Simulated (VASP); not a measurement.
# Cr (P6_3/mmc) in VASP: further runs

The runs below take Cr through single point, with BLYP.

All numbers are computed with VASP 6.6.1; they aren't measurements. Logs are shortened: lines on timing, memory, paths and dates and some standing lists are left out, and cuts for length are marked.

## 1. The cell of the first run

It takes space group P6_3/mmc (No. 194, hexagonal). Conventional cell: a = 2.508 Å, b = 2.508 Å, c = 4.528 Å, α = 90.00°, β = 90.00°, γ = 120.00°. Cr (site symmetry -6m2) has 12 Cr at 2.51 to 2.69 Å within 3.3 Å.

## 2. Single point, BLYP

Input file INCAR:

```
SYSTEM = Cr
PREC = Accurate
ENCUT = 520
EDIFF = 1E-7
ISMEAR = -1
SIGMA = 0.1
LREAL = .False.
LASPH = .True.
NELM = 60
ALGO = Normal
ISIF = 2
LWAVE = .False.
LCHARG = .False.
GGA = B5
ALDAX = 1.0
AGGAX = 1.0
AGGAC = 1.0
ALDAC = 0.0
NBANDS = 19
```

Input file KPOINTS:

```
Automatic mesh
0
Gamma
  14 14 8
  0 0 0
```

Input file POSCAR:

```
Cr
1.0
    2.5080946450      0.0000000000      0.0000000000
   -1.2540473225      2.1720736777      0.0000000000
    0.0000000000      0.0000000000      4.5276618927
Cr
2
Direct
    0.3333333333      0.6666666667      0.2500000000
    0.6666666667      0.3333333333      0.7500000000
```

Potentials or basis: VASP PAW PBE potentials, release 64 (Cr_pv).

Command:

```bash
cat potpaw_PBE.64/Cr_pv/POTCAR > POTCAR
mpirun -np 1 vasp_std > vasp.out
```

OUTCAR:

```text
SYSTEM = Cr
   PREC = Accurate
   ENCUT = 520
   EDIFF = 1E-7
   ISMEAR = -1
   LREAL = .False.
   LASPH = .True.
   NELM = 60
   ISIF = 2
   GGA = B5

 ion  position               nearest neighbor table
   1  0.333  0.667  0.250-   2 2.69   2 2.69   2 2.69   2 2.69   2 2.69   2 2.69
   2  0.667  0.333  0.750-   1 2.69   1 2.69   1 2.69   1 2.69   1 2.69   1 2.69

  LATTYP: Found a hexagonal cell.
 ALAT       =     2.5080946450
 C/A-ratio  =     1.8052197120

  Lattice vectors:

 A1 = (   2.5080946450,   0.0000000000,   0.0000000000)
 A2 = (  -1.2540473225,   2.1720736777,   0.0000000000)
 A3 = (   0.0000000000,   0.0000000000,   4.5276618927)

Analysis of symmetry for initial positions (statically):
=====================================================================
 Subroutine PRICEL returns:
 Original cell was already a primitive cell.

 Routine SETGRP: Setting up the symmetry group for a
 hexagonal supercell.

 Subroutine GETGRP returns: Found 24 space group operations
 (whereof 12 operations were pure point group operations)
 out of a pool of 24 trial point group operations.

The static configuration has the point symmetry D_3d.
 The point group associated with its full space group is D_6h.

Analysis of symmetry for dynamics (positions and initial velocities):
=====================================================================
 Subroutine PRICEL returns:
 Original cell was already a primitive cell.

 Routine SETGRP: Setting up the symmetry group for a
 hexagonal supercell.

 Subroutine GETGRP returns: Found 24 space group operations
 (whereof 12 operations were pure point group operations)
 out of a pool of 24 trial point group operations.

The dynamic configuration has the point symmetry D_3d.
 The point group associated with its full space group is D_6h.

 Subroutine INISYM returns: Found 24 space group operations
 (whereof 12 operations are pure point group operations),
 and found     1 'primitive' translations

----------------------------------------------------------------------------------------

                                     Primitive cell

  volume of cell :      24.6656

  direct lattice vectors                    reciprocal lattice vectors
     2.508094645  0.000000000  0.000000000     0.398709037  0.230194770  0.000000000
    -1.254047322  2.172073678  0.000000000     0.000000000  0.460389539  0.000000000
     0.000000000  0.000000000  4.527661893     0.000000000  0.000000000  0.220864549

  length of vectors
     2.508094645  2.508094645  4.527661893     0.460389539  0.460389539  0.220864549

  position of ions in fractional coordinates (direct lattice)
     0.333333333  0.666666667  0.250000000
     0.666666667  0.333333333  0.750000000

  ion indices of the primitive-cell ions
   primitive index   ion index
                 1           1
                 2           2

----------------------------------------------------------------------------------------

 KPOINTS: Automatic mesh

Automatic generation of k-mesh.
 Grid dimensions read from file:
 generate k-points for:   14   14    8

 Generating k-lattice:

  Cartesian coordinates                     Fractional coordinates (reciprocal lattice)
     0.028479217  0.016442484  0.000000000     0.071428571 -0.000000000  0.000000000
     0.000000000  0.032884967  0.000000000     0.000000000  0.071428571  0.000000000
     0.000000000  0.000000000  0.027608069     0.000000000  0.000000000  0.125000000

  Length of vectors
     0.032884967  0.032884967  0.027608069

  Shift w.r.t. Gamma in fractional coordinates (k-lattice)
     0.000000000  0.000000000  0.000000000

 Subroutine IBZKPT returns following result:
 ===========================================

 Found    120 irreducible k-points:

 Following reciprocal coordinates:
            Coordinates               Weight
  0.000000  0.000000  0.000000      1.000000
  0.071429  0.000000  0.000000      6.000000
  0.142857  0.000000  0.000000      6.000000
  0.214286  0.000000  0.000000      6.000000
  0.285714  0.000000  0.000000      6.000000
  0.357143  0.000000  0.000000      6.000000
[... 16 lines left out ...]
  0.285714  0.285714  0.000000      6.000000
  0.357143  0.285714  0.000000      6.000000
 [... further k-points ...]
   k-points           NKPTS =    120   k-points in BZ     NKDIM =    120   number of bands    NBANDS=     19
   number of dos      NEDOS =    301   number of ions     NIONS =      2
   total plane-waves  NPLWV =  14400
   dimension x,y,z NGX =    20 NGY =   20 NGZ =   36
   dimension x,y,z NGXF=    40 NGYF=   40 NGZF=   72
   ions per type =               2
   NGX,Y,Z   is equivalent  to a cutoff of  13.26, 13.26, 13.22 a.u.
   NGXF,Y,Z  is equivalent  to a cutoff of  26.51, 26.51, 26.44 a.u.
 SYSTEM =  Cr
   PREC   = accura    normal or accurate (medium, high low for compatibility)
   ISTART =      0    job   : 0-new  1-cont  2-samecut
   ICHARG =      2    charge: 1-file 2-atom 10-const
   ISPIN  =      1    spin polarized calculation?
   LNONCOLLINEAR =      F non collinear calculations
   LSORBIT =      F    spin-orbit coupling
   LASPH  =      T    aspherical Exc in radial PAW
   ENCUT  =  520.0 eV  38.22 Ry    6.18 a.u.   4.66  4.66  8.42*2*pi/ulx,y,z
   NELM   =     60;   NELMIN=  2; NELMDL= -5     # of ELM steps
   EDIFF  = 0.1E-06   stopping-criterion for ELM
   LREAL  =      F    real-space projection
   EDIFFG = 0.1E-05   stopping-criterion for IOM
   NSW    =      0    number of steps for IOM
   IBRION =     -1    ionic relax: 0-MD 1-quasi-New 2-CG
   NFREE  =      0    steps in history (QN), initial steepest desc. (CG)
   ISIF   =      2    stress and relaxation
   ISYM   =      2    0-nonsym 1-usesym 2-fastsym
   POTIM  = 0.5000    time-step for ionic-motion
   TEBEG  =    0.0;   TEEND  =   0.0 temperature during run
   PSTRESS=    0.0 pullay stress
   NELECT =      24.0000    total number of electrons
   NUPDOWN=      -1.0000    fix difference up-down
   EMIN   =  10.00;   EMAX   =-10.00  energy-range for DOS
   EFERMI =   0.00;   METHOD = LEGACY
   ISMEAR =    -1;   SIGMA  =   0.10  broadening in eV -4-tet -1-fermi 0-gaus
   EFERMI_NEDOS =   21; number of points for ismear=-14 and -15
   IALGO  =     38    algorithm
   IMIX   =      4    mixing-type and parameters
     AMIX     =   0.40;   BMIX     =  1.00
     AMIX_MAG =   1.60;   BMIX_MAG =  1.00
  volume/ion in A,a.u.               =      12.33        83.23
  Fermi-wavevector in a.u.,A,eV,Ry     =   1.622237  3.065584 35.805831  2.631654
  Thomas-Fermi vector in A             =   2.715883
   LORBIT       =      0    0 simple, 1 ext, 2 COOP (PROOUT), +10 PAW based schemes
   GGA     = B5    functional components
   LHFCALC =     F    Hartree Fock is set to
   AEXX    =    0.0000 exact exchange contribution
   IVDW    =     0    specifies the selected vdW correction
   LEPSILON=     F    determine dielectric tensor
   LRPA    =     F    only Hartree local field effects (RPA)
 non-spin polarized calculation
  energy-cutoff  :      520.00
  volume of cell :       24.67
 maximum number of plane-waves:       681
 NGX is ok and might be reduce to    20
   NGX =  9   NGY =  9   NGZ = 17

 number of electron      23.9999992 magnetization

 Free energy of the ion-electron system (eV)
  ---------------------------------------------------
  ext. energy  EPLUGINS =         0.00000000
  ---------------------------------------------------
  free energy    TOTEN  =       -15.95593326 eV

  energy without entropy =      -15.84749495  energy(sigma->0) =      -15.90171410

 E-fermi :  10.4029     XC(G=0): -12.7013

 val. band max:       10.4018570416   @ k =   0.0714   0.0714   0.1250
 cond. band min:      10.4030705282   @ k =   0.2143   0.2143   0.2500
 fundamental gap:      0.0012134866
 Fermi energy:        10.4029491710

 k-point     1 :       0.0000    0.0000    0.0000
  band No.  band energies     occupation
      1     -32.6993      2.00000
      2     -32.1164      2.00000
      3     -31.9321      2.00000
      4     -31.9321      2.00000
      5     -31.8775      2.00000
      6     -31.8775      2.00000
[... 11 lines left out ...]
     18      12.4547      0.00000
     19      17.4996      0.00000

 k-point     2 :       0.0714    0.0000    0.0000
  band No.  band energies     occupation
      1     -32.6868      2.00000
      2     -32.1172      2.00000
      3     -31.9715      2.00000
      4     -31.9427      2.00000
      5     -31.9175      2.00000
      6     -31.8849      2.00000
[... 11 lines left out ...]
     18      13.0162      0.00000
     19      17.4996      0.00000

 k-point     3 :       0.1429    0.0000    0.0000
  band No.  band energies     occupation
      1     -32.6510      2.00000
      2     -32.1203      2.00000
      3     -32.0818      2.00000
      4     -32.0283      2.00000
      5     -31.9718      2.00000
      6     -31.9059      2.00000
[... 11 lines left out ...]
     18      14.1441      0.00000
     19      17.4997      0.00000

 k-point     4 :       0.2143    0.0000    0.0000
  band No.  band energies     occupation
      1     -32.5964      2.00000
      2     -32.2409      2.00000
      3     -32.1846      2.00000
      4     -32.1275      2.00000
      5     -32.0130      2.00000
      6     -31.9370      2.00000
[... 11 lines left out ...]
     18      15.4727      0.00000
     19      17.4998      0.00000

 k-point     5 :       0.2857    0.0000    0.0000
  band No.  band energies     occupation
      1     -32.5303      2.00000
      2     -32.4169      2.00000
      3     -32.3536      2.00000
      4     -32.1408      2.00000
      5     -32.0577      2.00000
      6     -31.9720      2.00000
[... 11 lines left out ...]
     18      16.9060      0.00000
     19      17.5000      0.00000

 k-point     6 :       0.3571    0.0000    0.0000
  band No.  band energies     occupation
      1     -32.5742      2.00000
      2     -32.5024      2.00000
      3     -32.4623      2.00000
      4     -32.1612      2.00000
      5     -32.0974      2.00000
      6     -32.0038      2.00000
[... 11 lines left out ...]
     18      17.5002      0.00000
     19      17.5007      0.00000

 k-point     7 :       0.4286    0.0000    0.0000
  band No.  band energies     occupation
      1     -32.6823      2.00000
      2     -32.6039      2.00000
      3     -32.4054      2.00000
      4     -32.1849      2.00000
      5     -32.1246      2.00000
      6     -32.0258      2.00000
[... 11 lines left out ...]
     18      17.3293      0.00000
     19      17.5006      0.00000

 k-point     8 :       0.5000   -0.0000    0.0000
  band No.  band energies     occupation
      1     -32.7207      2.00000
      2     -32.6398      2.00000
      3     -32.3810      2.00000
      4     -32.1976      2.00000
      5     -32.1342      2.00000
      6     -32.0337      2.00000
[... 256 lines left out ...]
 k-point    20 :       0.2143    0.2143    0.0000
  band No.  band energies     occupation
      1     -32.5036      2.00000
      2     -32.4825      2.00000
      3     -32.4436      2.00000
      4     -32.1793      2.00000
      5     -32.1675      2.00000
      6     -32.1180      2.00000
[... 11 lines left out ...]
     18      17.5004      0.00000
     19      17.5006      0.00000

 k-point    21 :       0.2857    0.2143    0.0000
  band No.  band energies     occupation
      1     -32.5731      2.00000
      2     -32.5246      2.00000
      3     -32.3841      2.00000
      4     -32.2575      2.00000
      5     -32.1946      2.00000
      6     -32.1862      2.00000
[... 11 lines left out ...]
     18      17.5005      0.00000
     19      17.5005      0.00000

 k-point    22 :       0.3571    0.2143    0.0000
  band No.  band energies     occupation
      1     -32.6106      2.00000
      2     -32.5379      2.00000
      3     -32.3389      2.00000
      4     -32.3109      2.00000
      5     -32.2248      2.00000
      6     -32.2217      2.00000
[... 11 lines left out ...]
     18      17.5002      0.00000
     19      17.5006      0.00000

 k-point    23 :       0.2857    0.2857    0.0000
  band No.  band energies     occupation
      1     -32.5614      2.00000
      2     -32.5081      2.00000
      3     -32.3529      2.00000
      4     -32.3313      2.00000
      5     -32.2851      2.00000
      6     -32.2267      2.00000
[... 11 lines left out ...]
     18      17.5005      0.00000
     19      17.5006      0.00000

 k-point    24 :       0.3571    0.2857    0.0000
  band No.  band energies     occupation
      1     -32.5460      2.00000
      2     -32.4732      2.00000
      3     -32.4139      2.00000
      4     -32.3337      2.00000
      5     -32.2983      2.00000
      6     -32.2524      2.00000
[... 11 lines left out ...]
     18      17.5004      0.00000
     19      17.5007      0.00000

 [... further k-points ...]
[... 5 lines left out ...]
  --------------------------------------------------------------------------------------
  -------------------------------------------------------------------------------------
  Total       -0.0195272     -0.0195272     -0.0245823     -0.0000000     -0.0000000     -0.0000000
  in kB       -1.2684024     -1.2684024     -1.5967635     -0.0000000     -0.0000000     -0.0000000
  external PRESSURE =      -1.3778561 kB  Pullay stress =       0.0000000 kB

 VOLUME and BASIS-vectors are now :
 -----------------------------------------------------------------------------
  energy-cutoff  :      520.00
  volume of cell :       24.67
      direct lattice vectors                 reciprocal lattice vectors
     2.508094645  0.000000000  0.000000000     0.398709037  0.230194770  0.000000000
    -1.254047322  2.172073678  0.000000000     0.000000000  0.460389539  0.000000000
     0.000000000  0.000000000  4.527661893     0.000000000  0.000000000  0.220864549

 POSITION                                       TOTAL-FORCE (eV/Angst)
 -----------------------------------------------------------------------------------
     -0.00000      1.44805      1.13192         0.000000     -0.000000      0.000000
      1.25405      0.72402      3.39575        -0.000000      0.000000      0.000000
 -----------------------------------------------------------------------------------
    total drift:                               -0.000000      0.000000     -0.000000

  FREE ENERGIE OF THE ION-ELECTRON SYSTEM (eV)
  ---------------------------------------------------
  free  energy   TOTEN  =       -15.9559332605 eV

  energy  without entropy=      -15.8474949457  energy(sigma->0) =      -15.90171410
```

It took 34 s on 1 thread of Intel Xeon 6975P-C, shared host; peak memory 0.17 GiB.

Results:

* Free energy: -15.9559 eV
* Pressure: -0.1 GPa
* Band gap on the k mesh: zero (band 12 reaches 11.31 eV, above the bottom of band 13 at 10.07 eV)

Levels at points of the mesh, in eV from the Fermi level:
```csv
k point,band 9,band 10,band 11,band 12,band 13,band 14,band 15,band 16
"(0.00, 0.00, 0.00)",-1.28,-0.36,-0.36,-0.10,-0.06,-0.06,1.03,1.03
"(0.50, 0.00, 0.00)",-3.17,-0.91,-0.45,-0.34,-0.10,2.12,2.67,2.78
"(0.00, 0.00, 0.50)",-1.59,-1.59,-0.33,-0.33,-0.33,-0.33,1.68,1.68
"(0.50, 0.00, 0.50)",-2.38,-2.38,0.89,0.89,1.26,1.26,2.73,2.73
```

Caveat: the PAW data sets were made with another functional, which shifts forces and pressure a little; the run has no spin polarisation, though such a crystal can be magnetic.

(Part 1 of 2 ends here.)
